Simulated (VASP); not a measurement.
NiGe, 2 atoms in the cell. The structure is orthorhombic, space group Cmmm (No. 65). Conventional cell: a = 4.173 Å, b = 4.225 Å, c = 2.974 Å, α = 90.00°, β = 90.00°, γ = 90.00°. Within 3.4 Å of Ni (site symmetry mmm) lie 8 Ge at 2.56 to 2.58 Å and 6 Ni at 2.97 Å. Ge (site symmetry mmm) has 8 Ni at 2.56 to 2.58 Å and 6 Ge at 2.97 Å within 3.4 Å. 

| Property | Result |
| --- | --- |
| Program | VASP 6.6.1 |
| Task | relaxation of cell and atoms |
| Functional | PBE |
| Potentials or basis | VASP PAW PBE potentials, release 64 (Ni, Ge_d) |
| Cutoff | 600 eV |
| k mesh | 18 × 18 × 18 |
| Occupations | gaussian, width 0.1 eV |
| Spin | no spin polarisation |
| Dipole correction | no |
| Further INCAR settings | ALGO = Normal; EDIFF = 1e-06; IBRION = 2; EDIFFG = -0.01; NSW = 100; ISIF = 3 |

Potentials or basis: VASP PAW PBE potentials, release 64 (Ni, Ge_d).

Run with:

```console
$ cat potpaw_PBE.64/Ni/POTCAR potpaw_PBE.64/Ge_d/POTCAR > POTCAR
$ mpirun -np 1 vasp_std > vasp.out
```

Hardware: 1 thread of AMD EPYC 9R45 (Zen 5), on a shared host.

Estimate the wall time of this run.

Wall time 9.5 min on 1 thread of AMD EPYC 9R45 (Zen 5), with other jobs on the host, peak memory 0.57 GiB. Counts: scf iterations 57, k points 910, ion steps 9.
